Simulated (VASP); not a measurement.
**Sc3Te2: single point with PBE**

Sc3Te2:

```
CELL_PARAMETERS angstrom
4.96612 0.00000 0.00000
-2.48306 4.30078 0.00000
0.00000 0.00000 5.97397
ATOMIC_POSITIONS crystal
Sc 0.00000 0.00000 0.76327
Sc 0.00000 0.00000 0.23673
Sc 0.66667 0.33333 0.00000
Te 0.66667 0.33333 0.50000
Te 0.33333 0.66667 0.00000
```

```
Program                : VASP 6.6.1
Task                   : single point
Functional             : PBE
Potentials or basis    : VASP PAW PBE potentials, release 64 (Sc_sv, Te)
Cutoff                 : 520 eV
k mesh                 : 6 × 6 × 4
Occupations            : gaussian, width 0.1 eV
Spin                   : collinear spin, ferromagnetic start
Starting moments       : [1.0, 1.0, 1.0, 0.0, 0.0] μB
Dipole correction      : no
Further INCAR settings : ALGO = Normal; EDIFF = 1e-07; NBANDS = 34
```

```yaml
Pressure: 0.1 GPa
Net_moment: 0.00 μB per cell
Valence_electrons_inside_the_program's_atomic_spheres: Sc 9.45, 9.59; Te 3.42, 3.44
```

Levels at points of the mesh, in eV from the Fermi level:
Spin up:
| k point | band 18 | band 19 | band 20 | band 21 | band 22 | band 23 | band 24 | band 25 | band 26 | band 27 |
| --- | --- | --- | --- | --- | --- | --- | --- | --- | --- | --- |
| (0.00, 0.00, 0.00) | -2.83 | -2.83 | -1.52 | -1.29 | -0.46 | -0.46 | -0.37 | -0.37 | 0.63 | 1.33 |
| (0.50, 0.00, 0.00) | -3.85 | -3.58 | -3.22 | -1.46 | -0.15 | 0.07 | 0.19 | 0.42 | 1.09 | 1.53 |
| (0.00, 0.00, 0.50) | -3.61 | -3.40 | -3.40 | -0.26 | -0.26 | -0.11 | 0.26 | 0.35 | 0.35 | 2.05 |
| (0.50, 0.00, 0.50) | -3.76 | -3.58 | -2.58 | -0.75 | 0.02 | 0.51 | 0.71 | 0.77 | 0.93 | 1.33 |
Spin down:
| k point | band 18 | band 19 | band 20 | band 21 | band 22 | band 23 | band 24 | band 25 | band 26 | band 27 |
| --- | --- | --- | --- | --- | --- | --- | --- | --- | --- | --- |
| (0.00, 0.00, 0.00) | -2.83 | -2.83 | -1.52 | -1.29 | -0.46 | -0.46 | -0.37 | -0.37 | 0.63 | 1.33 |
| (0.50, 0.00, 0.00) | -3.85 | -3.58 | -3.22 | -1.46 | -0.15 | 0.07 | 0.19 | 0.42 | 1.09 | 1.53 |
| (0.00, 0.00, 0.50) | -3.61 | -3.40 | -3.40 | -0.26 | -0.26 | -0.11 | 0.26 | 0.35 | 0.35 | 2.05 |
| (0.50, 0.00, 0.50) | -3.76 | -3.58 | -2.58 | -0.75 | 0.02 | 0.51 | 0.71 | 0.77 | 0.93 | 1.33 |

Wall time 6.6 min on 1 thread of Oxide Virtual Turin-like Processor, with other jobs on the host, peak memory 0.36 GiB.

Caveat: spin-orbit coupling is left out, which moves the levels of the heavy elements.
